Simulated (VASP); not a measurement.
# Au (Fm-3m) in VASP: a series of runs

Runs on Au. Level: LDA. Tasks: single point, relaxation of cell and atoms.

Everything below comes from runs of VASP 6.6.1. Logs are shortened: lines on timing, memory, paths and dates and some standing lists are left out, and cuts for length are marked.

### Step 1. The cell of the first run

The structure is cubic, space group Fm-3m (No. 225). The conventional cell has a = 4.046 Å, b = 4.046 Å, c = 4.046 Å, α = 90.00°, β = 90.00°, γ = 90.00°. Au (site symmetry m-3m) has 12 Au at 2.86 Å within 3.8 Å.

### Step 2. Single point, LDA

The input, INCAR:

```
SYSTEM = Au
  ALGO = Normal
  EDIFF = 1E-6
  ENCUT = 520
  GGA = CA
  ISIF = 2
  ISMEAR = -1
  LASPH = .True.
  LCHARG = .True.
  LELF = .True.
  LREAL = .False.
  LVHAR = .True.
  LWAVE = .False.
  NBANDS = 12
  NELM = 60
  PREC = Accurate
  SIGMA = 0.05
```

The input, KPOINTS:

```
k-points
0
Gamma
  17 17 17
  0 0 0
```

The input, POSCAR:

```
Au
1.0
    0.0000000000      2.0232464855      2.0232464855
    2.0232464855      0.0000000000      2.0232464855
    2.0232464855      2.0232464855      0.0000000000
Au
1
Direct
    0.0000000000      0.0000000000      0.0000000000
```

Potentials or basis: VASP PAW LDA potentials, release 64 (Au).

Command:

```sh
$ cat potpaw_LDA.64/Au/POTCAR > POTCAR
$ mpirun -np 1 vasp_std > vasp.out
```

OUTCAR:

```text
SYSTEM = Au
   EDIFF = 1E-6
   ENCUT = 520
   GGA = CA
   ISIF = 2
   ISMEAR = -1
   LASPH = .True.
   LREAL = .False.
   NELM = 60
   PREC = Accurate

 ion  position               nearest neighbor table
   1  0.000  0.000  0.000-

  LATTYP: Found a face centered cubic cell.
 ALAT       =     4.0464929710

  Lattice vectors:

 A1 = (   0.0000000000,   2.0232464855,   2.0232464855)
 A2 = (   2.0232464855,   0.0000000000,   2.0232464855)
 A3 = (   2.0232464855,   2.0232464855,   0.0000000000)

Analysis of symmetry for initial positions (statically):
=====================================================================
 Subroutine PRICEL returns:
 Original cell was already a primitive cell.

 Routine SETGRP: Setting up the symmetry group for a
 face centered cubic supercell.

 Subroutine GETGRP returns: Found 48 space group operations
 (whereof 48 operations were pure point group operations)
 out of a pool of 48 trial point group operations.

The static configuration has the point symmetry O_h .

Analysis of symmetry for dynamics (positions and initial velocities):
=====================================================================
 Subroutine PRICEL returns:
 Original cell was already a primitive cell.

 Routine SETGRP: Setting up the symmetry group for a
 face centered cubic supercell.

 Subroutine GETGRP returns: Found 48 space group operations
 (whereof 48 operations were pure point group operations)
 out of a pool of 48 trial point group operations.

The dynamic configuration has the point symmetry O_h .

 Subroutine INISYM returns: Found 48 space group operations
 (whereof 48 operations are pure point group operations),
 and found     1 'primitive' translations

----------------------------------------------------------------------------------------

                                     Primitive cell

  volume of cell :      16.5644

  direct lattice vectors                    reciprocal lattice vectors
     0.000000000  2.023246486  2.023246486    -0.247127576  0.247127576  0.247127576
     2.023246486  0.000000000  2.023246486     0.247127576 -0.247127576  0.247127576
     2.023246486  2.023246486  0.000000000     0.247127576  0.247127576 -0.247127576

  length of vectors
     2.861302620  2.861302620  2.861302620     0.428037518  0.428037518  0.428037518

  position of ions in fractional coordinates (direct lattice)
     0.000000000  0.000000000  0.000000000

  ion indices of the primitive-cell ions
   primitive index   ion index
                 1           1

----------------------------------------------------------------------------------------

 KPOINTS: k-points

Automatic generation of k-mesh.
 Grid dimensions read from file:
 generate k-points for:   17   17   17

 Generating k-lattice:

  Cartesian coordinates                     Fractional coordinates (reciprocal lattice)
    -0.014536916  0.014536916  0.014536916     0.058823529  0.000000000  0.000000000
     0.014536916 -0.014536916  0.014536916     0.000000000  0.058823529  0.000000000
     0.014536916  0.014536916 -0.014536916     0.000000000  0.000000000  0.058823529

  Length of vectors
     0.025178678  0.025178678  0.025178678

  Shift w.r.t. Gamma in fractional coordinates (k-lattice)
     0.000000000  0.000000000  0.000000000

 Subroutine IBZKPT returns following result:
 ===========================================

 Found    165 irreducible k-points:

 Following reciprocal coordinates:
            Coordinates               Weight
  0.000000  0.000000  0.000000      1.000000
  0.058824  0.000000  0.000000      8.000000
  0.117647  0.000000  0.000000      8.000000
  0.176471  0.000000  0.000000      8.000000
  0.235294  0.000000  0.000000      8.000000
  0.294118  0.000000  0.000000      8.000000
[... 16 lines left out ...]
 -0.176471  0.058824  0.000000     24.000000
 -0.117647  0.058824  0.000000     24.000000
 [... further k-points ...]
   k-points           NKPTS =    165   k-points in BZ     NKDIM =    165   number of bands    NBANDS=     12
   number of dos      NEDOS =    301   number of ions     NIONS =      1
   total plane-waves  NPLWV =  13824
   dimension x,y,z NGX =    24 NGY =   24 NGZ =   24
   dimension x,y,z NGXF=    48 NGYF=   48 NGZF=   48
   ions per type =               1
   NGX,Y,Z   is equivalent  to a cutoff of  13.94, 13.94, 13.94 a.u.
   NGXF,Y,Z  is equivalent  to a cutoff of  27.89, 27.89, 27.89 a.u.
 SYSTEM =  Au
   PREC   = accura    normal or accurate (medium, high low for compatibility)
   ISTART =      0    job   : 0-new  1-cont  2-samecut
   ICHARG =      2    charge: 1-file 2-atom 10-const
   ISPIN  =      1    spin polarized calculation?
   LNONCOLLINEAR =      F non collinear calculations
   LSORBIT =      F    spin-orbit coupling
   LASPH  =      T    aspherical Exc in radial PAW
   ENCUT  =  520.0 eV  38.22 Ry    6.18 a.u.   5.32  5.32  5.32*2*pi/ulx,y,z
   NELM   =     60;   NELMIN=  2; NELMDL= -5     # of ELM steps
   EDIFF  = 0.1E-05   stopping-criterion for ELM
   LREAL  =      F    real-space projection
   EDIFFG = 0.1E-04   stopping-criterion for IOM
   NSW    =      0    number of steps for IOM
   IBRION =     -1    ionic relax: 0-MD 1-quasi-New 2-CG
   NFREE  =      0    steps in history (QN), initial steepest desc. (CG)
   ISIF   =      2    stress and relaxation
   ISYM   =      2    0-nonsym 1-usesym 2-fastsym
   POTIM  = 0.5000    time-step for ionic-motion
   TEBEG  =    0.0;   TEEND  =   0.0 temperature during run
   PSTRESS=    0.0 pullay stress
   NELECT =      11.0000    total number of electrons
   NUPDOWN=      -1.0000    fix difference up-down
   EMIN   =  10.00;   EMAX   =-10.00  energy-range for DOS
   EFERMI =   0.00;   METHOD = LEGACY
   ISMEAR =    -1;   SIGMA  =   0.05  broadening in eV -4-tet -1-fermi 0-gaus
   EFERMI_NEDOS =   21; number of points for ismear=-14 and -15
   IALGO  =     38    algorithm
   IMIX   =      4    mixing-type and parameters
     AMIX     =   0.40;   BMIX     =  1.00
     AMIX_MAG =   1.60;   BMIX_MAG =  1.00
  volume/ion in A,a.u.               =      16.56       111.78
  Fermi-wavevector in a.u.,A,eV,Ry     =   1.428281  2.699059 27.755695  2.039986
  Thomas-Fermi vector in A             =   2.548360
   LORBIT       =      0    0 simple, 1 ext, 2 COOP (PROOUT), +10 PAW based schemes
   GGA     = CA    functional components
   LHFCALC =     F    Hartree Fock is set to
   AEXX    =    0.0000 exact exchange contribution
   IVDW    =     0    specifies the selected vdW correction
   LEPSILON=     F    determine dielectric tensor
   LRPA    =     F    only Hartree local field effects (RPA)
 non-spin polarized calculation
  energy-cutoff  :      520.00
  volume of cell :       16.56
 maximum number of plane-waves:       459
 NGX is ok and might be reduce to    24
   NGX = 11   NGY = 11   NGZ = 11

 number of electron      10.9999999 magnetization

 Free energy of the ion-electron system (eV)
  ---------------------------------------------------
  ext. energy  EPLUGINS =         0.00000000
  ---------------------------------------------------
  free energy    TOTEN  =        -4.44608003 eV

  energy without entropy =       -4.44323874  energy(sigma->0) =       -4.44465938

 E-fermi :   9.8955     XC(G=0): -13.1489

 val. band max:        9.8847904958   @ k =  -0.4706   0.1176   0.0588
 cond. band min:       9.9519072049   @ k =  -0.2941   0.2353   0.0000
 fundamental gap:      0.0671167091
 Fermi energy:         9.8954515057

 k-point     1 :       0.0000    0.0000    0.0000
  band No.  band energies     occupation
      1      -0.4457      2.00000
      2       4.9024      2.00000
      3       4.9024      2.00000
      4       4.9024      2.00000
      5       6.5193      2.00000
      6       6.5193      2.00000
      7      24.2164      0.00000
      8      28.3351      0.00000
      9      28.3351      0.00000
     10      28.3351      0.00000
     11      33.4577      0.00000
     12      38.3566      0.00000

 k-point     2 :       0.0588    0.0000    0.0000
  band No.  band energies     occupation
      1      -0.3215      2.00000
      2       4.8599      2.00000
      3       4.9465      2.00000
      4       4.9465      2.00000
      5       6.4986      2.00000
      6       6.4986      2.00000
      7      24.3720      0.00000
      8      27.5634      0.00000
      9      28.4912      0.00000
     10      28.4912      0.00000
     11      34.1350      0.00000
     12      36.8163      0.00000

 k-point     3 :       0.1176    0.0000    0.0000
  band No.  band energies     occupation
      1       0.0396      2.00000
      2       4.7545      2.00000
      3       5.0593      2.00000
      4       5.0593      2.00000
      5       6.4589      2.00000
      6       6.4589      2.00000
      7      24.7263      0.00000
      8      25.9874      0.00000
      9      28.9324      0.00000
     10      28.9324      0.00000
     11      33.7186      0.00000
     12      36.0647      0.00000

 k-point     4 :       0.1765    0.0000    0.0000
  band No.  band energies     occupation
      1       0.5951      2.00000
      2       4.6553      2.00000
      3       5.1763      2.00000
      4       5.1763      2.00000
      5       6.4701      2.00000
      6       6.4701      2.00000
      7      23.8002      0.00000
      8      25.4048      0.00000
      9      29.5520      0.00000
     10      29.5520      0.00000
     11      32.1857      0.00000
     12      34.4008      0.00000

 k-point     5 :       0.2353    0.0000    0.0000
  band No.  band energies     occupation
      1       1.2419      2.00000
      2       4.6949      2.00000
      3       5.2085      2.00000
      4       5.2085      2.00000
      5       6.6228      2.00000
      6       6.6228      2.00000
      7      21.6701      0.00000
      8      25.4399      0.00000
      9      29.9986      0.00000
     10      29.9986      0.00000
     11      31.6245      0.00000
     12      33.1164      0.00000
[... 228 lines left out ...]
      1       2.0148      2.00000
      2       5.0173      2.00000
      3       5.1615      2.00000
      4       5.2285      2.00000
      5       6.8089      2.00000
      6       7.4238      2.00000
      7      18.6330      0.00000
      8      24.8411      0.00000
      9      27.5973      0.00000
     10      30.1576      0.00000
     11      31.8486      0.00000
     12      33.4240      0.00000

 k-point    22 :      -0.2353    0.0588    0.0000
  band No.  band energies     occupation
      1       1.5513      2.00000
      2       4.6532      2.00000
      3       5.2111      2.00000
      4       5.2607      2.00000
      5       6.4605      2.00000
      6       7.0234      2.00000
      7      20.9728      0.00000
      8      25.3312      0.00000
      9      28.3338      0.00000
     10      30.7601      0.00000
     11      31.5553      0.00000
     12      32.6457      0.00000

 k-point    23 :      -0.1765    0.0588    0.0000
  band No.  band energies     occupation
      1       0.9121      2.00000
      2       4.5611      2.00000
      3       5.2390      2.00000
      4       5.2597      2.00000
      5       6.2780      2.00000
      6       6.7356      2.00000
      7      23.1827      0.00000
      8      25.4647      0.00000
      9      28.4987      0.00000
     10      30.8273      0.00000
     11      30.9696      0.00000
     12      34.2142      0.00000

 k-point    24 :      -0.1176    0.0588    0.0000
  band No.  band energies     occupation
      1       0.3122      2.00000
      2       4.6507      2.00000
      3       5.1386      2.00000
      4       5.1666      2.00000
      5       6.2951      2.00000
      6       6.5920      2.00000
      7      24.8537      0.00000
      8      25.4418      0.00000
      9      28.2280      0.00000
     10      29.8190      0.00000
     11      32.5353      0.00000
     12      35.4148      0.00000

 [... further k-points ...]

------------------------ aborting loop because EDIFF is reached ----------------------------------------

  FORCE on cell =-STRESS in cart. coord.  units (eV):
  Direction    XX          YY          ZZ          XY          YZ          ZX
  --------------------------------------------------------------------------------------
  -------------------------------------------------------------------------------------
  Total        0.0515863      0.0515863      0.0515863      0.0000000      0.0000000      0.0000000
  in kB        4.9896343      4.9896343      4.9896343      0.0000000      0.0000000      0.0000000
  external PRESSURE =       4.9896343 kB  Pullay stress =       0.0000000 kB

 VOLUME and BASIS-vectors are now :
 -----------------------------------------------------------------------------
  energy-cutoff  :      520.00
  volume of cell :       16.56
      direct lattice vectors                 reciprocal lattice vectors
     0.000000000  2.023246486  2.023246486    -0.247127576  0.247127576  0.247127576
     2.023246486  0.000000000  2.023246486     0.247127576 -0.247127576  0.247127576
     2.023246486  2.023246486  0.000000000     0.247127576  0.247127576 -0.247127576

 POSITION                                       TOTAL-FORCE (eV/Angst)
 -----------------------------------------------------------------------------------
      0.00000      0.00000      0.00000        -0.000000     -0.000000      0.000000
 -----------------------------------------------------------------------------------
    total drift:                               -0.000000      0.000000     -0.000000

  FREE ENERGIE OF THE ION-ELECTRON SYSTEM (eV)
  ---------------------------------------------------
  free  energy   TOTEN  =        -4.4460800302 eV

  energy  without entropy=       -4.4432387396  energy(sigma->0) =       -4.44465938
```

It took 9.3 s on 1 thread of Intel Xeon 6975P-C (Granite Rapids), shared host; peak memory 0.15 GiB.

What came out:

```
Free energy : -4.4461 eV
Pressure    : 0.5 GPa
```

Caveat: spin-orbit coupling is left out, which moves the levels of the heavy elements.

### Step 3. Single point, LDA

The input, INCAR:

```
SYSTEM = Au
ALGO = Normal ; EDIFF = 1E-6
ENCUT = 520 ; ISIF = 2
ISMEAR = -1 ; LASPH = .True.
LCHARG = .False. ; LREAL = .False.
LWAVE = .False. ; NBANDS = 12
NELM = 80 ; PREC = Accurate
SIGMA = 0.05
```

KPOINTS is that of step 2.

POSCAR is that of step 2.

Potentials or basis: VASP PAW LDA potentials, release 64 (Au).

Command:

```sh
$ cat potpaw_LDA.64/Au/POTCAR > POTCAR
$ mpirun -np 1 vasp_std > vasp.out
```

Wall time 9.2 s (1 thread of Intel Xeon 6975P-C (Granite Rapids), shared host); peak memory 0.15 GiB.

It converged, with:

| Quantity | Value |
| --- | --- |
| Free energy | -4.4461 eV |
| Pressure | 0.5 GPa |

Levels at points of the mesh, in eV from the Fermi level:
| k point | band 2 | band 3 | band 4 | band 5 | band 6 | band 7 | band 8 | band 9 | band 10 | band 11 |
| --- | --- | --- | --- | --- | --- | --- | --- | --- | --- | --- |
| (0.00, 0.00, 0.00) | -4.99 | -4.99 | -4.99 | -3.38 | -3.38 | 14.32 | 18.44 | 18.44 | 18.44 | 23.56 |

Caveat: spin-orbit coupling is left out, which moves the levels of the heavy elements.

[end of part 1 of 2]
